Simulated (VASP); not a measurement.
# Sc2Al: single point with PBEsol

The system is Sc2Al.

```
Sc Al
1.0
     4.89261    0.00000    0.00000
    -2.44631    4.23713    0.00000
     0.00000    0.00000    6.16142
Sc Al
4 2
Direct
  0.00000 0.00000 0.00000
  0.00000 0.00000 0.50000
  0.33333 0.66667 0.75000
  0.66667 0.33333 0.25000
  0.33333 0.66667 0.25000
  0.66667 0.33333 0.75000
```

```
Program                : VASP 6.6.1
Task                   : single point
Functional             : PBEsol
Potentials or basis    : VASP PAW PBE potentials, release 64 (Sc_sv, Al)
Cutoff                 : 520 eV
k mesh                 : 12 × 12 × 6
Occupations            : fermi-dirac, width 0.3 eV
Spin                   : no spin polarisation
Dipole correction      : no
Further INCAR settings : ALGO = Fast; EDIFF = 1e-06; NBANDS = 34
```

The pressure is -1.4 GPa and the band gap on the k mesh is zero (bands 25 and 26 overlap by 0.73 eV).

Stress tensor (GPa, compression positive):
```
-1.08  0.00  0.00
 0.00 -1.08  0.00
 0.00  0.00 -1.93
```

Levels at points of the mesh, in eV from the Fermi level:
```tsv
k point	band 22	band 23	band 24	band 25	band 26	band 27	band 28	band 29
(0.00, 0.00, 0.00)	-0.58	-0.58	-0.57	-0.28	-0.28	0.04	0.04	1.88
(0.50, 0.00, 0.00)	-1.04	-1.01	-0.80	-0.58	0.32	0.48	0.94	1.22
(0.00, 0.00, 0.50)	-1.39	-1.00	-1.00	0.20	0.20	0.20	0.20	1.56
(0.50, 0.00, 0.50)	-1.05	-0.82	-0.82	0.28	0.28	0.62	0.62	1.24
```

Run time: 31 min on 1 thread of AMD EPYC 7R13, with other jobs on the host, peak memory 0.39 GiB.

Caveat: so wide a smearing shifts energies and pressures; the PAW data sets were made with another functional, which shifts forces and pressure a little.
